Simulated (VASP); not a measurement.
# Ru (P2_1/m) in VASP: single point with PBEsol

Aim: the single point of Ru with PBEsol.

All numbers are computed with VASP 6.6.1; they aren't measurements. Logs are shortened: lines on timing, memory, paths and dates and some standing lists are left out, and cuts for length are marked.

## (1) The cell of the first run

It takes space group P2_1/m (No. 11, monoclinic). Conventional cell: a = 2.632 Å, b = 4.252 Å, c = 2.690 Å, α = 90.00°, β = 117.84°, γ = 90.00°. Within 3.4 Å of Ru (site symmetry m) lie 12 Ru at 2.61 to 2.75 Å.

## (2) Single point, PBEsol (strain -0.0500 x Voigt [0, 0, 0, 0, 0, 1])

INCAR reads:

```
SYSTEM = Ru
  PREC = Accurate
  ENCUT = 520
  EDIFF = 1E-6
  ISMEAR = 0
  SIGMA = 0.15
  LREAL = .FALSE.
  LASPH = .TRUE.
  NELM = 100
  ALGO = Fast
  ISIF = 2
  LWAVE = .FALSE.
  LCHARG = .TRUE.
  GGA = PS
  LELF = .TRUE.
  LVHAR = .TRUE.
  NBANDS = 21
```

KPOINTS reads:

```
regular mesh
0
G
  24 24 14
  0 0 0
```

POSCAR reads:

```
Ru
1.0
    2.6895239993     -0.0672381000      0.0000000000
   -1.4029919023      2.3628151574      0.0000000000
    0.0000000000      0.0000000000      4.2519209527
Ru
2
Direct
    0.3333333333      0.6666666667      0.2500000000
    0.6666666667      0.3333333333      0.7500000000
```

Potentials or basis: VASP PAW PBE potentials, release 64 (Ru_pv).

Started as:

```sh
> cat potpaw_PBE.64/Ru_pv/POTCAR > POTCAR
> mpirun -np 1 vasp_std > vasp.out
```

OUTCAR:

```text
SYSTEM = Ru
   PREC = Accurate
   ENCUT = 520
   EDIFF = 1E-6
   ISMEAR = 0
   LREAL = .FALSE.
   LASPH = .TRUE.
   NELM = 100
   ISIF = 2
   GGA = PS

 ion  position               nearest neighbor table
   1  0.333  0.667  0.250-   2 2.61   2 2.61   2 2.63   2 2.63   2 2.65   2 2.65
   2  0.667  0.333  0.750-   1 2.61   1 2.61   1 2.63   1 2.63   1 2.65   1 2.65

  LATTYP: Found a simple monoclinic cell.
 ALAT       =     2.6315088567
 B/A-ratio  =     1.6157729972
 C/A-ratio  =     1.0223656810
 COS(beta)  =    -0.4669407592

  Lattice vectors:

 A1 = (   1.2865320970,   2.2955770574,   0.0000000000)
 A2 = (   0.0000000000,   0.0000000000,  -4.2519209527)
 A3 = (  -2.6895239993,   0.0672381000,   0.0000000000)

Analysis of symmetry for initial positions (statically):
=====================================================================
 Subroutine PRICEL returns:
 Original cell was already a primitive cell.

 Routine SETGRP: Setting up the symmetry group for a
 simple monoclinic supercell.

 Subroutine GETGRP returns: Found  4 space group operations
 (whereof  2 operations were pure point group operations)
 out of a pool of  4 trial point group operations.

The static configuration has the point symmetry S_2 .
 The point group associated with its full space group is C_2h.

Analysis of symmetry for dynamics (positions and initial velocities):
=====================================================================
 Subroutine PRICEL returns:
 Original cell was already a primitive cell.

 Routine SETGRP: Setting up the symmetry group for a
 simple monoclinic supercell.

 Subroutine GETGRP returns: Found  4 space group operations
 (whereof  2 operations were pure point group operations)
 out of a pool of  4 trial point group operations.

The dynamic configuration has the point symmetry S_2 .
 The point group associated with its full space group is C_2h.

 Subroutine INISYM returns: Found  4 space group operations
 (whereof  2 operations are pure point group operations),
 and found     1 'primitive' translations

----------------------------------------------------------------------------------------

                                     Primitive cell

  volume of cell :      26.6192

  direct lattice vectors                    reciprocal lattice vectors
     2.689523999 -0.067238100  0.000000000     0.377415548  0.224101727  0.000000000
    -1.402991902  2.362815157  0.000000000     0.010740029  0.429601178  0.000000000
     0.000000000  0.000000000  4.251920953     0.000000000  0.000000000  0.235187815

  length of vectors
     2.690364344  2.747959560  4.251920953     0.438935166  0.429735407  0.235187815

  position of ions in fractional coordinates (direct lattice)
     0.333333333  0.666666667  0.250000000
     0.666666667  0.333333333  0.750000000

  ion indices of the primitive-cell ions
   primitive index   ion index
                 1           1
                 2           2

----------------------------------------------------------------------------------------

 KPOINTS: regular mesh

Automatic generation of k-mesh.
 Grid dimensions read from file:
 generate k-points for:   24   24   14

 Generating k-lattice:

  Cartesian coordinates                     Fractional coordinates (reciprocal lattice)
     0.015725648  0.009337572  0.000000000     0.041666667  0.000000000  0.000000000
     0.000447501  0.017900049  0.000000000     0.000000000  0.041666667  0.000000000
     0.000000000  0.000000000  0.016799130     0.000000000  0.000000000  0.071428571

  Length of vectors
     0.018288965  0.017905642  0.016799130

  Shift w.r.t. Gamma in fractional coordinates (k-lattice)
     0.000000000  0.000000000  0.000000000

 Subroutine IBZKPT returns following result:
 ===========================================

 Found   2320 irreducible k-points:

 Following reciprocal coordinates:
            Coordinates               Weight
  0.000000  0.000000  0.000000      1.000000
  0.041667 -0.000000  0.000000      2.000000
  0.083333 -0.000000  0.000000      2.000000
  0.125000  0.000000  0.000000      2.000000
  0.166667 -0.000000  0.000000      2.000000
  0.208333 -0.000000  0.000000      2.000000
[... 16 lines left out ...]
  0.375000  0.041667  0.000000      2.000000
  0.416667  0.041667  0.000000      2.000000
 [... further k-points ...]
   k-points           NKPTS =   2320   k-points in BZ     NKDIM =   2320   number of bands    NBANDS=     21
   number of dos      NEDOS =    301   number of ions     NIONS =      2
   total plane-waves  NPLWV =  12800
   dimension x,y,z NGX =    20 NGY =   20 NGZ =   32
   dimension x,y,z NGXF=    40 NGYF=   40 NGZF=   64
   ions per type =               2
   NGX,Y,Z   is equivalent  to a cutoff of  12.36, 12.10, 12.51 a.u.
   NGXF,Y,Z  is equivalent  to a cutoff of  24.72, 24.20, 25.02 a.u.
 SYSTEM =  Ru
   PREC   = accura    normal or accurate (medium, high low for compatibility)
   ISTART =      0    job   : 0-new  1-cont  2-samecut
   ICHARG =      2    charge: 1-file 2-atom 10-const
   ISPIN  =      1    spin polarized calculation?
   LNONCOLLINEAR =      F non collinear calculations
   LSORBIT =      F    spin-orbit coupling
   LASPH  =      T    aspherical Exc in radial PAW
   ENCUT  =  520.0 eV  38.22 Ry    6.18 a.u.   5.00  5.11  7.91*2*pi/ulx,y,z
   NELM   =    100;   NELMIN=  2; NELMDL= -5     # of ELM steps
   EDIFF  = 0.1E-05   stopping-criterion for ELM
   LREAL  =      F    real-space projection
   EDIFFG = 0.1E-04   stopping-criterion for IOM
   NSW    =      0    number of steps for IOM
   IBRION =     -1    ionic relax: 0-MD 1-quasi-New 2-CG
   NFREE  =      0    steps in history (QN), initial steepest desc. (CG)
   ISIF   =      2    stress and relaxation
   ISYM   =      2    0-nonsym 1-usesym 2-fastsym
   POTIM  = 0.5000    time-step for ionic-motion
   TEBEG  =    0.0;   TEEND  =   0.0 temperature during run
   PSTRESS=    0.0 pullay stress
   NELECT =      28.0000    total number of electrons
   NUPDOWN=      -1.0000    fix difference up-down
   EMIN   =  10.00;   EMAX   =-10.00  energy-range for DOS
   EFERMI =   0.00;   METHOD = LEGACY
   ISMEAR =     0;   SIGMA  =   0.15  broadening in eV -4-tet -1-fermi 0-gaus
   EFERMI_NEDOS =   21; number of points for ismear=-14 and -15
   IALGO  =     68    algorithm
   IMIX   =      4    mixing-type and parameters
     AMIX     =   0.40;   BMIX     =  1.00
     AMIX_MAG =   1.60;   BMIX_MAG =  1.00
  volume/ion in A,a.u.               =      13.31        89.82
  Fermi-wavevector in a.u.,A,eV,Ry     =   1.664929  3.146260 37.715207  2.771990
  Thomas-Fermi vector in A             =   2.751388
   LORBIT       =      0    0 simple, 1 ext, 2 COOP (PROOUT), +10 PAW based schemes
   GGA     = PS    functional components
   LHFCALC =     F    Hartree Fock is set to
   AEXX    =    0.0000 exact exchange contribution
   IVDW    =     0    specifies the selected vdW correction
   LEPSILON=     F    determine dielectric tensor
   LRPA    =     F    only Hartree local field effects (RPA)
 non-spin polarized calculation
 RMM-DIIS sequential band-by-band and
 Gauss-broadening in eV      SIGMA  =   0.15
  energy-cutoff  :      520.00
  volume of cell :       26.62
 maximum number of plane-waves:       733
   NGX =  9   NGY = 11   NGZ = 15

 number of electron      27.9999997 magnetization

 Free energy of the ion-electron system (eV)
  ---------------------------------------------------
  ext. energy  EPLUGINS =         0.00000000
  ---------------------------------------------------
  free energy    TOTEN  =       -20.30422458 eV

  energy without entropy =      -20.28448457  energy(sigma->0) =      -20.29435457

 E-fermi :  13.0805     XC(G=0): -14.4029

 val. band max:       13.0796038593   @ k =   0.0417   0.2917   0.0714
 cond. band min:      13.0805435352   @ k =  -0.2917   0.2500   0.2143
 fundamental gap:      0.0009396758
 Fermi energy:        13.0805296818

 k-point     1 :       0.0000    0.0000    0.0000
  band No.  band energies     occupation
      1     -30.6132      2.00000
      2     -29.6382      2.00000
      3     -29.5798      2.00000
      4     -29.4574      2.00000
      5     -29.3960      2.00000
      6     -29.3827      2.00000
[... 13 lines left out ...]
     20      23.3273      0.00000
     21      23.6365      0.00000

 k-point     2 :       0.0417   -0.0000    0.0000
  band No.  band energies     occupation
      1     -30.6064      2.00000
      2     -29.6440      2.00000
      3     -29.5945      2.00000
      4     -29.4604      2.00000
      5     -29.4109      2.00000
      6     -29.3856      2.00000
[... 13 lines left out ...]
     20      23.3273      0.00000
     21      23.6296      0.00000

 k-point     3 :       0.0833   -0.0000    0.0000
  band No.  band energies     occupation
      1     -30.5861      2.00000
      2     -29.6628      2.00000
      3     -29.6355      2.00000
      4     -29.4750      2.00000
      5     -29.4485      2.00000
      6     -29.3944      2.00000
[... 13 lines left out ...]
     20      23.3271      0.00000
     21      23.6068      0.00000

 k-point     4 :       0.1250    0.0000    0.0000
  band No.  band energies     occupation
      1     -30.5532      2.00000
      2     -29.7154      2.00000
      3     -29.6774      2.00000
      4     -29.5351      2.00000
      5     -29.4712      2.00000
      6     -29.4091      2.00000
[... 13 lines left out ...]
     20      23.3271      0.00000
     21      23.5655      0.00000

 k-point     5 :       0.1667   -0.0000    0.0000
  band No.  band energies     occupation
      1     -30.5085      2.00000
      2     -29.8041      2.00000
      3     -29.7110      2.00000
      4     -29.6254      2.00000
      5     -29.4880      2.00000
      6     -29.4299      2.00000
[... 13 lines left out ...]
     20      23.3270      0.00000
     21      23.5086      0.00000
[... 382 lines left out ...]
     20      23.3263      0.00000
     21      25.9525      0.00000

 k-point    22 :       0.3333    0.0417    0.0000
  band No.  band energies     occupation
      1     -30.2927      2.00000
      2     -30.2088      2.00000
      3     -30.1083      2.00000
      4     -29.8607      2.00000
      5     -29.5988      2.00000
      6     -29.5825      2.00000
[... 13 lines left out ...]
     20      23.4788      0.00000
     21      24.7633      0.00000

 k-point    23 :       0.3750    0.0417    0.0000
  band No.  band energies     occupation
      1     -30.3707      2.00000
      2     -30.1750      2.00000
      3     -30.1401      2.00000
      4     -29.8901      2.00000
      5     -29.6465      2.00000
      6     -29.5988      2.00000
[... 13 lines left out ...]
     20      24.3535      0.00000
     21      26.2923      0.00000

 k-point    24 :       0.4167    0.0417    0.0000
  band No.  band energies     occupation
      1     -30.4249      2.00000
      2     -30.2201      2.00000
      3     -30.0816      2.00000
      4     -29.9115      2.00000
      5     -29.6902      2.00000
      6     -29.6106      2.00000
[... 13 lines left out ...]
     20      25.0411      0.00000
     21      25.6409      0.00000

 [... further k-points ...]

------------------------ aborting loop because EDIFF is reached ----------------------------------------

  FORCE on cell =-STRESS in cart. coord.  units (eV):
  Direction    XX          YY          ZZ          XY          YZ          ZX
  --------------------------------------------------------------------------------------
  -------------------------------------------------------------------------------------
  Total        0.1626657      0.3124217     -0.0537029      1.8046728      0.0000000      0.0000000
  in kB        9.7906457     18.8042751     -3.2323104    108.6210268      0.0000000      0.0000000
  external PRESSURE =       8.4542034 kB  Pullay stress =       0.0000000 kB

 VOLUME and BASIS-vectors are now :
 -----------------------------------------------------------------------------
  energy-cutoff  :      520.00
  volume of cell :       26.62
      direct lattice vectors                 reciprocal lattice vectors
     2.689523999 -0.067238100  0.000000000     0.377415548  0.224101727  0.000000000
    -1.402991902  2.362815157  0.000000000     0.010740029  0.429601178  0.000000000
     0.000000000  0.000000000  4.251920953     0.000000000  0.000000000  0.235187815

 POSITION                                       TOTAL-FORCE (eV/Angst)
 -----------------------------------------------------------------------------------
     -0.03882      1.55280      1.06298         0.146536      0.005491      0.000000
      1.32535      0.74278      3.18894        -0.146536     -0.005491      0.000000
 -----------------------------------------------------------------------------------
    total drift:                                0.000000     -0.000000      0.000000

  FREE ENERGIE OF THE ION-ELECTRON SYSTEM (eV)
  ---------------------------------------------------
  free  energy   TOTEN  =       -20.3042245801 eV

  energy  without entropy=      -20.2844845692  energy(sigma->0) =      -20.29435457
```

It took 7.1 min on 1 thread of Intel Xeon 6975P-C (Granite Rapids), shared host; peak memory 0.99 GiB.

Results:

```
Free energy            : -20.3042 eV
Pressure               : 0.8 GPa
Largest force          : 0.147 eV/Å
Band gap on the k mesh : zero (bands 14 and 15 overlap by 3.55 eV)
```

Forces in eV/Å, atoms in the order of the input:
```
Ru   0.147  0.005  0.000
Ru  -0.147 -0.005  0.000
```

Caveat: the cell differs from its parent crystal (strain -0.0500 x Voigt [0, 0, 0, 0, 0, 1]); the PAW data sets were made with another functional, which shifts forces and pressure a little.
